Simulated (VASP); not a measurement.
# GaN (GaN (P6_3mc)) (P6_3mc) in VASP: single point with r2SCAN

Aim: the single point of GaN (GaN (P6_3mc)) with r2SCAN.

All numbers are computed with VASP 6.6.1; they aren't measurements. Logs are shortened: lines on timing, memory, paths and dates and some standing lists are left out, and cuts for length are marked.

## (1) The cell of the first run

Symmetry: P6_3mc, No. 186, hexagonal system. The conventional cell has a = 3.219 Å, b = 3.219 Å, c = 5.244 Å, α = 90.00°, β = 90.00°, γ = 120.00°. Ga (site symmetry 3m) has 4 N at 1.97 to 1.98 Å within 2.6 Å. Within 2.6 Å of N (site symmetry 3m) lie 4 Ga at 1.97 to 1.98 Å.

## (2) Single point, r2SCAN

Input file POSCAR:

```
GaN
1.0
    3.2186213459      0.0000000000      0.0000000000
   -1.6093106729      2.7874078507      0.0000000000
    0.0000000000      0.0000000000      5.2435339950
Ga N
2 2
Direct
    0.6666666667      0.3333333333      0.4991368700
    0.3333333333      0.6666666667      0.9991368700
    0.6666666667      0.3333333333      0.8758631300
    0.3333333333      0.6666666667      0.3758631300
```

Input file INCAR.step1:

```
PREC     = Accurate       # precision mode
ENCUT    = 520            # plane-wave cutoff, eV
ISMEAR   = -1             # smearing method
SIGMA    = 0.01           # smearing width, eV
LREAL    = False          # projectors in reciprocal space
LASPH    = True           # aspherical terms in the spheres
NELM     = 80             # most SCF steps
ISYM     = 0            
NBANDS   = 26             # bands
GGA      = PE             # functional
ALGO     = Normal         # electronic algorithm
EDIFF    = 1E-4           # SCF threshold, eV
LWAVE    = True           # write WAVECAR
LCHARG   = False          # write CHGCAR
```

Input file INCAR.step2:

```
PREC     = Accurate       # precision mode
ENCUT    = 520            # plane-wave cutoff, eV
EDIFF    = 1E-6           # SCF threshold, eV
ISMEAR   = -1             # smearing method
SIGMA    = 0.01           # smearing width, eV
LREAL    = False          # projectors in reciprocal space
LASPH    = True           # aspherical terms in the spheres
NELM     = 80             # most SCF steps
ALGO     = Normal         # electronic algorithm
ISIF     = 2              # what is computed and relaxed
LWAVE    = False          # write WAVECAR
LCHARG   = True           # write CHGCAR
METAGGA  = R2SCAN         # meta-GGA
LMIXTAU  = True         
LELF     = True           # ELF
LVHAR    = True         
ISYM     = 0            
NBANDS   = 26             # bands
ISTART   = 1
```

Input file KPOINTS:

```
Automatic mesh
0
Gamma
  6 6 4
  0.5 0.5 0.5
```

Potentials or basis: VASP PAW PBE potentials, release 64 (Ga_d, N).

Command:

```bash
$ cat potpaw_PBE.64/Ga_d/POTCAR potpaw_PBE.64/N/POTCAR > POTCAR
$ cp INCAR.step1 INCAR
$ mpirun -np 1 vasp_std > vasp.out
$ cp INCAR.step2 INCAR
$ mpirun -np 1 vasp_std > vasp.out
```

OUTCAR:

```text
PREC = Accurate
   ENCUT = 520
   EDIFF = 1E-6
   ISMEAR = -1
   LREAL = False
   LASPH = True
   NELM = 80
   ISIF = 2
   METAGGA = R2SCAN
   ISYM = 0
   ISTART = 1

 ion  position               nearest neighbor table
   1  0.667  0.333  0.499-   4 1.97   4 1.97   4 1.97   3 1.98
   2  0.333  0.667  0.999-   3 1.97   3 1.97   3 1.97   4 1.98
   3  0.667  0.333  0.876-   2 1.97   2 1.97   2 1.97   1 1.98
   4  0.333  0.667  0.376-   1 1.97   1 1.97   1 1.97   2 1.98

IMPORTANT INFORMATION: All symmetrisations will be switched off!
NOSYMM: (Re-)initialisation of all symmetry stuff for point group C_1.

----------------------------------------------------------------------------------------

                                     Primitive cell

  volume of cell :      47.0429

  direct lattice vectors                    reciprocal lattice vectors
     3.218621346  0.000000000  0.000000000     0.310692030  0.179378127  0.000000000
    -1.609310673  2.787407851  0.000000000     0.000000000  0.358756254  0.000000000
     0.000000000  0.000000000  5.243533995     0.000000000  0.000000000  0.190711074

  length of vectors
     3.218621346  3.218621346  5.243533995     0.358756254  0.358756254  0.190711074

  position of ions in fractional coordinates (direct lattice)
     0.666666667  0.333333333  0.499136870
     0.333333333  0.666666667  0.999136870
     0.666666667  0.333333333  0.875863130
     0.333333333  0.666666667  0.375863130

  ion indices of the primitive-cell ions
   primitive index   ion index
                 1           1
                 2           2
                 3           3
                 4           4

----------------------------------------------------------------------------------------

 KPOINTS: Automatic mesh

Automatic generation of k-mesh.
 Grid dimensions read from file:
 generate k-points for:    6    6    4

 Generating k-lattice:

  Cartesian coordinates                     Fractional coordinates (reciprocal lattice)
     0.051782005  0.029896355  0.000000000     0.166666667 -0.000000000  0.000000000
     0.000000000  0.059792709  0.000000000     0.000000000  0.166666667  0.000000000
     0.000000000  0.000000000  0.047677769     0.000000000  0.000000000  0.250000000

  Length of vectors
     0.059792709  0.059792709  0.047677769

  Shift w.r.t. Gamma in fractional coordinates (k-lattice)
     0.500000000  0.500000000  0.500000000

 Subroutine IBZKPT returns following result:
 ===========================================

[... 41 lines left out ...]
   ISPIN  =      1    spin polarized calculation?
   LNONCOLLINEAR =      F non collinear calculations
   LSORBIT =      F    spin-orbit coupling
   LASPH  =      T    aspherical Exc in radial PAW
   ENCUT  =  520.0 eV  38.22 Ry    6.18 a.u.   5.98  5.98  9.75*2*pi/ulx,y,z
   NELM   =     80;   NELMIN=  2; NELMDL=  0     # of ELM steps
   EDIFF  = 0.1E-05   stopping-criterion for ELM
   LREAL  =      F    real-space projection
   EDIFFG = 0.1E-04   stopping-criterion for IOM
   NSW    =      0    number of steps for IOM
   IBRION =     -1    ionic relax: 0-MD 1-quasi-New 2-CG
   NFREE  =      0    steps in history (QN), initial steepest desc. (CG)
   ISIF   =      2    stress and relaxation
   ISYM   =      0    0-nonsym 1-usesym 2-fastsym
   POTIM  = 0.5000    time-step for ionic-motion
   TEBEG  =    0.0;   TEEND  =   0.0 temperature during run
   PSTRESS=    0.0 pullay stress
   NELECT =      36.0000    total number of electrons
   NUPDOWN=      -1.0000    fix difference up-down
   EMIN   =  10.00;   EMAX   =-10.00  energy-range for DOS
   EFERMI =   0.00;   METHOD = LEGACY
   ISMEAR =    -1;   SIGMA  =   0.01  broadening in eV -4-tet -1-fermi 0-gaus
   EFERMI_NEDOS =   21; number of points for ismear=-14 and -15
   IALGO  =     38    algorithm
   IMIX   =      4    mixing-type and parameters
     AMIX     =   0.40;   BMIX     =  1.00
     AMIX_MAG =   1.60;   BMIX_MAG =  1.00
  volume/ion in A,a.u.               =      11.76        79.37
  Fermi-wavevector in a.u.,A,eV,Ry     =   1.497422  2.829717 30.507965  2.242272
  Thomas-Fermi vector in A             =   2.609312
   LORBIT       =      0    0 simple, 1 ext, 2 COOP (PROOUT), +10 PAW based schemes
   METAGGA = R2SCAN    functional components
   LHFCALC =     F    Hartree Fock is set to
   AEXX    =    0.0000 exact exchange contribution
   IVDW    =     0    specifies the selected vdW correction
   LEPSILON=     F    determine dielectric tensor
   LRPA    =     F    only Hartree local field effects (RPA)
 non-spin polarized calculation
  energy-cutoff  :      520.00
  volume of cell :       47.04
 maximum number of plane-waves:      1283
   NGX = 11   NGY = 11   NGZ = 19

 number of electron      35.9999956 magnetization

 Free energy of the ion-electron system (eV)
  ---------------------------------------------------
  ext. energy  EPLUGINS =         0.00000000
  ---------------------------------------------------
  free energy    TOTEN  =       -43.80280495 eV

  energy without entropy =      -43.80280495  energy(sigma->0) =      -43.80280495

 E-fermi :   4.8930     XC(G=0): -12.4665

 val. band max:        4.6346041557   @ k =   0.0833  -0.0833   0.1250
 cond. band min:       7.7449941173   @ k =  -0.0833   0.0833   0.1250
 fundamental gap:      3.1103899615
 Fermi energy:         4.8930104260

 k-point     1 :       0.0833    0.0833    0.1250
  band No.  band energies     occupation
      1     -11.5606      2.00000
      2     -10.8488      2.00000
      3      -9.0430      2.00000
      4      -9.0270      2.00000
      5      -8.9802      2.00000
      6      -8.9739      2.00000
[... 685 lines left out ...]
     25      17.4273      0.00000
     26      18.7306      0.00000

 [... further k-points ...]
[... 5 lines left out ...]
  --------------------------------------------------------------------------------------
  -------------------------------------------------------------------------------------
  Total       -1.5025343     -1.5022444     -1.5181851      0.0002513     -0.0000001     -0.0000000
  in kB      -51.1729540    -51.1630805    -51.7059854      0.0085584     -0.0000027     -0.0000009
  external PRESSURE =     -51.3473399 kB  Pullay stress =       0.0000000 kB

 VOLUME and BASIS-vectors are now :
 -----------------------------------------------------------------------------
  energy-cutoff  :      520.00
  volume of cell :       47.04
      direct lattice vectors                 reciprocal lattice vectors
     3.218621346  0.000000000  0.000000000     0.310692030  0.179378127  0.000000000
    -1.609310673  2.787407851  0.000000000     0.000000000  0.358756254  0.000000000
     0.000000000  0.000000000  5.243533995     0.000000000  0.000000000  0.190711074

 POSITION                                       TOTAL-FORCE (eV/Angst)
 -----------------------------------------------------------------------------------
      1.60931      0.92914      2.61724        -0.000173      0.000101     -0.000033
     -0.00000      1.85827      5.23901         0.000173     -0.000099     -0.000034
      1.60931      0.92914      4.59262        -0.000169      0.000096      0.000034
     -0.00000      1.85827      1.97085         0.000168     -0.000098      0.000034
 -----------------------------------------------------------------------------------
    total drift:                                0.000002      0.000004      0.025034

  FREE ENERGIE OF THE ION-ELECTRON SYSTEM (eV)
  ---------------------------------------------------
  free  energy   TOTEN  =       -43.8028049471 eV

  energy  without entropy=      -43.8028049471  energy(sigma->0) =      -43.80280495
```

OUTCAR.step1:

```text
PREC = Accurate
   ENCUT = 520
   ISMEAR = -1
   LREAL = False
   LASPH = True
   NELM = 80
[... 885 lines left out ...]
     -0.00000      1.85827      5.23901         0.000027      0.000018     -0.000092
      1.60931      0.92914      4.59262        -0.000034      0.000022      0.000079
     -0.00000      1.85827      1.97085         0.000090     -0.000077      0.000045
 -----------------------------------------------------------------------------------
    total drift:                               -0.000035     -0.000030     -0.002924

  FREE ENERGIE OF THE ION-ELECTRON SYSTEM (eV)
  ---------------------------------------------------
  free  energy   TOTEN  =       -24.3294636142 eV

  energy  without entropy=      -24.3294636142  energy(sigma->0) =      -24.32946361
```

It took 8.4 min on 1 thread of AMD EPYC 9R45 (Zen 5), shared host; peak memory 0.3 GiB.

What came out:

| Quantity | Value |
| --- | --- |
| Free energy | -43.8028 eV |
| Pressure | -5.1 GPa |
| Band gap on the k mesh | 3.11 eV, direct |

Levels at points of the mesh, in eV from the valence-band top:
```
           k point  band 14  band 15  band 16  band 17  band 18  band 19  band 20  band 21  band 22  band 23
(0.08, 0.08, 0.12)    -2.10    -1.71    -1.16    -0.22    -0.18     3.74     5.83     9.11     9.28    11.06
```

Caveat: the PAW data sets were made with another functional, which shifts forces and pressure a little. r2SCAN opens gaps a little over a GGA but as a rule still falls short of measured ones.
